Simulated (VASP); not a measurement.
A run of VASP 6.6.1 is set up as follows.

POSCAR

```
SrTiO3
1.0
    3.8673804099      0.0000000000      0.0000000000
    0.0000000000      3.8673804099      0.0000000000
    0.0000000000      0.0000000000      3.8673804099
Sr Ti O
1 1 3
Direct
    0.5000000000      0.5000000000      0.5000000000
    0.0000000000      0.0000000000      0.0000000000
    0.5000000000      0.0000000000      0.0000000000
    0.0000000000      0.5000000000      0.0000000000
    0.0000000000      0.0000000000      0.5000000000
```

File INCAR.step1:

```
SYSTEM = SrTiO3
PREC     = Accurate       ! precision mode
ENCUT    = 520            ! plane-wave cutoff, eV
ISMEAR   = 0              ! smearing method
SIGMA    = 0.02           ! smearing width, eV
LREAL    = .False.        ! projectors in reciprocal space
LASPH    = .True.         ! aspherical terms in the spheres
NELM     = 60             ! most SCF steps
NBANDS   = 28             ! bands
GGA      = PE             ! functional
ALGO     = Normal         ! electronic algorithm
EDIFF    = 1E-4           ! SCF threshold, eV
LWAVE    = .True.         ! write WAVECAR
LCHARG   = .False.        ! write CHGCAR
```

The input INCAR.step2:

```
SYSTEM = SrTiO3
PREC     = Accurate       ! precision mode
ENCUT    = 520            ! plane-wave cutoff, eV
EDIFF    = 1E-6           ! SCF threshold, eV
ISMEAR   = 0              ! smearing method
SIGMA    = 0.02           ! smearing width, eV
LREAL    = .False.        ! projectors in reciprocal space
LASPH    = .True.         ! aspherical terms in the spheres
NELM     = 60             ! most SCF steps
ALGO     = Normal         ! electronic algorithm
ISIF     = 2              ! what is computed and relaxed
LWAVE    = .False.        ! write WAVECAR
LCHARG   = .False.        ! write CHGCAR
METAGGA  = R2SCAN         ! meta-GGA
LMIXTAU  = .True.       
NBANDS   = 28             ! bands
ISTART   = 1
```

File KPOINTS:

```
regular mesh
0
Gamma
  8 8 8
  0 0 0
```

Potentials or basis: VASP PAW PBE potentials, release 64 (Sr_sv, Ti_sv, O).

Launch:

```sh
$ cat potpaw_PBE.64/Sr_sv/POTCAR potpaw_PBE.64/Ti_sv/POTCAR potpaw_PBE.64/O/POTCAR > POTCAR
$ cp INCAR.step1 INCAR
$ mpirun -np 1 vasp_std > vasp.out
$ cp INCAR.step2 INCAR
$ mpirun -np 1 vasp_std > vasp.out
```

**Question.** Predict the band gap on the k mesh.

**Answer.** 2.34 eV, indirect (least direct gap 2.71 eV).

**Question.** Estimate the pressure.

**Answer.** 7.2 GPa.

Caveat: the PAW data sets were made with another functional, which shifts forces and pressure a little. A k mesh can miss the band edges.
